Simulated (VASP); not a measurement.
# YAu (Pm-3m) in VASP: notebook

Runs on YAu. Level: LDA. Tasks: single point, relaxation of cell and atoms.

Program: VASP 6.6.1. These are calculated values, not measurements. Logs are shortened: lines on timing, memory, paths and dates and some standing lists are left out, and cuts for length are marked.

## Step 1: The cell of the first run

The structure is cubic, space group Pm-3m (No. 221). The conventional cell has a = 3.514 Å, b = 3.514 Å, c = 3.514 Å, α = 90.00°, β = 90.00°, γ = 90.00°. Within 4.0 Å of Y (site symmetry m-3m) lie 8 Au at 3.04 Å and 6 Y at 3.51 Å. Within 4.0 Å of Au (site symmetry m-3m) lie 8 Y at 3.04 Å and 6 Au at 3.51 Å.

## Step 2: Single point, LDA

INCAR reads:

```
SYSTEM = YAu
ALGO = Fast
EDIFF = 1E-6
ENCUT = 520
GGA = CA
ISIF = 2
ISMEAR = 0
LASPH = .True.
LCHARG = .False.
LREAL = .False.
LWAVE = .False.
NBANDS = 18
NELM = 80
PREC = Accurate
SIGMA = 0.1
```

KPOINTS reads:

```
k-points
0
Gamma
  12 12 12
  0 0 0
```

POSCAR reads:

```
YAu
1.0
    3.5143989317      0.0000000000      0.0000000000
    0.0000000000      3.5143989317      0.0000000000
    0.0000000000      0.0000000000      3.5143989317
Y Au
1 1
Direct
    0.5000000000      0.5000000000      0.5000000000
    0.0000000000      0.0000000000      0.0000000000
```

Potentials or basis: VASP PAW LDA potentials, release 64 (Y_sv, Au).

On the command line:

```bash
$ cat potpaw_LDA.64/Y_sv/POTCAR potpaw_LDA.64/Au/POTCAR > POTCAR
$ mpirun -np 1 vasp_std > vasp.out
```

OUTCAR:

```text
SYSTEM = YAu
   EDIFF = 1E-6
   ENCUT = 520
   GGA = CA
   ISIF = 2
   ISMEAR = 0
   LASPH = .True.
   LREAL = .False.
   NELM = 80
   PREC = Accurate

 ion  position               nearest neighbor table
   1  0.500  0.500  0.500-   2 3.04   2 3.04   2 3.04   2 3.04   2 3.04   2 3.04   2 3.04   2 3.04

   2  0.000  0.000  0.000-   1 3.04   1 3.04   1 3.04   1 3.04   1 3.04   1 3.04   1 3.04   1 3.04

  LATTYP: Found a simple cubic cell.
 ALAT       =     3.5143989317

  Lattice vectors:

 A1 = (   3.5143989317,   0.0000000000,   0.0000000000)
 A2 = (   0.0000000000,   3.5143989317,   0.0000000000)
 A3 = (   0.0000000000,   0.0000000000,   3.5143989317)

Analysis of symmetry for initial positions (statically):
=====================================================================
 Subroutine PRICEL returns:
 Original cell was already a primitive cell.

 Routine SETGRP: Setting up the symmetry group for a
 simple cubic supercell.

 Subroutine GETGRP returns: Found 48 space group operations
 (whereof 48 operations were pure point group operations)
 out of a pool of 48 trial point group operations.

The static configuration has the point symmetry O_h .

Analysis of symmetry for dynamics (positions and initial velocities):
=====================================================================
 Subroutine PRICEL returns:
 Original cell was already a primitive cell.

 Routine SETGRP: Setting up the symmetry group for a
 simple cubic supercell.

 Subroutine GETGRP returns: Found 48 space group operations
 (whereof 48 operations were pure point group operations)
 out of a pool of 48 trial point group operations.

The dynamic configuration has the point symmetry O_h .

 Subroutine INISYM returns: Found 48 space group operations
 (whereof 48 operations are pure point group operations),
 and found     1 'primitive' translations

----------------------------------------------------------------------------------------

                                     Primitive cell

  volume of cell :      43.4063

  direct lattice vectors                    reciprocal lattice vectors
     3.514398932  0.000000000  0.000000000     0.284543679  0.000000000  0.000000000
     0.000000000  3.514398932  0.000000000     0.000000000  0.284543679  0.000000000
     0.000000000  0.000000000  3.514398932     0.000000000  0.000000000  0.284543679

  length of vectors
     3.514398932  3.514398932  3.514398932     0.284543679  0.284543679  0.284543679

[... 74 lines left out ...]
   ISPIN  =      1    spin polarized calculation?
   LNONCOLLINEAR =      F non collinear calculations
   LSORBIT =      F    spin-orbit coupling
   LASPH  =      T    aspherical Exc in radial PAW
   ENCUT  =  520.0 eV  38.22 Ry    6.18 a.u.   6.53  6.53  6.53*2*pi/ulx,y,z
   NELM   =     80;   NELMIN=  2; NELMDL= -5     # of ELM steps
   EDIFF  = 0.1E-05   stopping-criterion for ELM
   LREAL  =      F    real-space projection
   EDIFFG = 0.1E-04   stopping-criterion for IOM
   NSW    =      0    number of steps for IOM
[... 5 lines left out ...]
   TEBEG  =    0.0;   TEEND  =   0.0 temperature during run
   PSTRESS=    0.0 pullay stress
   NELECT =      22.0000    total number of electrons
   NUPDOWN=      -1.0000    fix difference up-down
   EMIN   =  10.00;   EMAX   =-10.00  energy-range for DOS
   EFERMI =   0.00;   METHOD = LEGACY
   ISMEAR =     0;   SIGMA  =   0.10  broadening in eV -4-tet -1-fermi 0-gaus
   EFERMI_NEDOS =   21; number of points for ismear=-14 and -15
   IALGO  =     68    algorithm
   IMIX   =      4    mixing-type and parameters
     AMIX     =   0.40;   BMIX     =  1.00
     AMIX_MAG =   1.60;   BMIX_MAG =  1.00
  volume/ion in A,a.u.               =      21.70       146.46
  Fermi-wavevector in a.u.,A,eV,Ry     =   1.305263  2.466589 23.180399  1.703711
  Thomas-Fermi vector in A             =   2.436144
   LORBIT       =      0    0 simple, 1 ext, 2 COOP (PROOUT), +10 PAW based schemes
   GGA     = CA    functional components
   LHFCALC =     F    Hartree Fock is set to
   AEXX    =    0.0000 exact exchange contribution
   IVDW    =     0    specifies the selected vdW correction
   LEPSILON=     F    determine dielectric tensor
   LRPA    =     F    only Hartree local field effects (RPA)
 non-spin polarized calculation
 RMM-DIIS sequential band-by-band and
 Gauss-broadening in eV      SIGMA  =   0.10
  energy-cutoff  :      520.00
  volume of cell :       43.41
 maximum number of plane-waves:      1193
 NGX is ok and might be reduce to    28
   NGX = 13   NGY = 13   NGZ = 13

 number of electron      22.0000006 magnetization

 Free energy of the ion-electron system (eV)
  ---------------------------------------------------
  ext. energy  EPLUGINS =         0.00000000
  ---------------------------------------------------
  free energy    TOTEN  =       -13.16418564 eV

  energy without entropy =      -13.16079787  energy(sigma->0) =      -13.16249176

 E-fermi :   6.5543     XC(G=0): -11.5170

 val. band max:        6.4929998144   @ k =   0.4167   0.0000   0.0000
 cond. band min:       6.5574526267   @ k =   0.5000   0.0833   0.0000
 fundamental gap:      0.0644528123
 Fermi energy:         6.5542543595

 k-point     1 :       0.0000    0.0000    0.0000
  band No.  band energies     occupation
      1     -36.1342      2.00000
      2     -16.1011      2.00000
      3     -16.1011      2.00000
      4     -16.1011      2.00000
      5      -1.2475      2.00000
      6       0.6262      2.00000
[... 481 lines left out ...]
      5       0.5517      2.00000
      6       0.8655      2.00000
[... 10 lines left out ...]
     17      14.1844      0.00000
     18      15.6148      0.00000

 [... further k-points ...]

------------------------ aborting loop because EDIFF is reached ----------------------------------------

  FORCE on cell =-STRESS in cart. coord.  units (eV):
  Direction    XX          YY          ZZ          XY          YZ          ZX
  --------------------------------------------------------------------------------------
  -------------------------------------------------------------------------------------
  Total        0.0214106      0.0214106      0.0214106      0.0000000      0.0000000     -0.0000000
  in kB        0.7902885      0.7902885      0.7902885      0.0000000      0.0000000     -0.0000000
  external PRESSURE =       0.7902885 kB  Pullay stress =       0.0000000 kB

 VOLUME and BASIS-vectors are now :
 -----------------------------------------------------------------------------
  energy-cutoff  :      520.00
  volume of cell :       43.41
      direct lattice vectors                 reciprocal lattice vectors
     3.514398932  0.000000000  0.000000000     0.284543679  0.000000000  0.000000000
     0.000000000  3.514398932  0.000000000     0.000000000  0.284543679  0.000000000
     0.000000000  0.000000000  3.514398932     0.000000000  0.000000000  0.284543679

 POSITION                                       TOTAL-FORCE (eV/Angst)
 -----------------------------------------------------------------------------------
      1.75720      1.75720      1.75720         0.000000      0.000000      0.000000
      0.00000      0.00000      0.00000         0.000000      0.000000      0.000000
 -----------------------------------------------------------------------------------
    total drift:                               -0.000000      0.000000      0.000000

  FREE ENERGIE OF THE ION-ELECTRON SYSTEM (eV)
  ---------------------------------------------------
  free  energy   TOTEN  =       -13.1641856400 eV

  energy  without entropy=      -13.1607978738  energy(sigma->0) =      -13.16249176
```

stdout:

```text
POSCAR found type information on POSCAR Y Au
 POSCAR found :  2 types and       2 ions
 scaLAPACK will be used
 LDA part: xc-table for (Slater(with rela. corr.)+CA(PZ))
 , standard interpolation
 POSCAR, INCAR and KPOINTS ok, starting setup
 FFT: planning ... GRIDC
 FFT: planning ... GRID_SOFT
 FFT: planning ... GRID
 WAVECAR not read
 entering main loop
```

Wall time 53 s (1 thread of Intel Xeon Platinum 8488C (Sapphire Rapids), shared host); peak memory 0.21 GiB.

Results:

```
Free energy            : -13.1642 eV
Pressure               : 0.1 GPa
Band gap on the k mesh : zero (bands 11 and 12 overlap by 2.80 eV)
```

Caveat: spin-orbit coupling is left out, which moves the levels of the heavy elements.

## Step 3: Relaxation of cell and atoms, LDA

This run uses another cell than the first one, of 22.54 Å³/atom.

INCAR reads:

```
PREC = Accurate ; ENCUT = 600
EDIFF = 1E-7 ; ISMEAR = 0
SIGMA = 0.1 ; LREAL = False
LASPH = True ; NELM = 80
ALGO = Normal ; ISIF = 3
LWAVE = False ; LCHARG = False
IBRION = 2 ; NSW = 100
EDIFFG = -0.005
```

KPOINTS reads:

```
regular mesh
0
Gamma
  12 12 12
```

POSCAR reads:

```
YAu
1.0
    3.5590000000      0.0000000000      0.0000000000
    0.0000000000      3.5590000000      0.0000000000
    0.0000000000      0.0000000000      3.5590000000
Y Au
1 1
Direct
    0.5000000000      0.5000000000      0.5000000000
    0.0000000000      0.0000000000      0.0000000000
```

Potentials or basis: VASP PAW LDA potentials, release 64 (Y_sv, Au).

On the command line:

```bash
$ cat potpaw_LDA.64/Y_sv/POTCAR potpaw_LDA.64/Au/POTCAR > POTCAR
$ mpirun -np 1 vasp_std > vasp.out
```

Wall time 1.7 min (1 thread of Intel Xeon Platinum 8488C (Sapphire Rapids), shared host); peak memory 0.22 GiB.

It converged, with:

```
Free energy                           : -13.1642 eV
Relaxed volume                        : 21.73 Å³/atom
Relaxed cell                          : a = 3.516 Å, b = 3.516 Å, c = 3.516 Å, α = 90.00°, β = 90.00°, γ = 90.00°
Space group after relaxing (to 0.1 Å) : Pm-3m (No. 221)
Energy gained by relaxing             : 9.3 meV/atom
Ionic steps                           : 3
Pressure after relaxing               : 0.0 GPa
Band gap on the k mesh                : zero (bands 11 and 12 overlap by 2.80 eV)
```

Step by step:
```tsv
step	energy change (eV)	largest force (eV/Å)	pressure (GPa)	volume (Å³)
1	0.0000	0.0000	-3.55	45.08
2	0.0010	0.0000	4.15	41.90
3	-0.0186	0.0000	-0.03	43.47
```

Final structure:
```yaml
crystal:
  lattice:
    - [3.51605, 0.00000, 0.00000]
    - [0.00000, 3.51605, 0.00000]
    - [0.00000, 0.00000, 3.51605]
  atoms:
    - { symbol: Y, position: [0.50000, 0.50000, 0.50000] }
    - { symbol: Au, position: [0.00000, 0.00000, 0.00000] }
```

Levels at points of the mesh, in eV from the Fermi level:
```tsv
k point	band 7	band 8	band 9	band 10	band 11	band 12	band 13	band 14	band 15
(0.00, 0.00, 0.00)	-5.92	-4.60	-4.60	-4.60	0.89	0.89	4.62	4.62	4.62
(0.50, 0.00, 0.00)	-4.76	-4.76	-4.42	-3.46	-3.00	-0.13	1.33	1.33	4.03
(0.50, 0.50, 0.00)	-5.19	-5.19	-3.84	-2.85	0.28	0.28	1.45	3.89	3.89
(0.50, 0.50, 0.50)	-5.17	-3.81	-3.81	-1.91	-1.91	-1.91	0.01	5.63	5.63
```

Caveat: spin-orbit coupling is left out, which moves the levels of the heavy elements. LDA usually gives volumes a few per cent too small.

The gap in the log of VASP goes by the Fermi energy; the results here count the filled bands.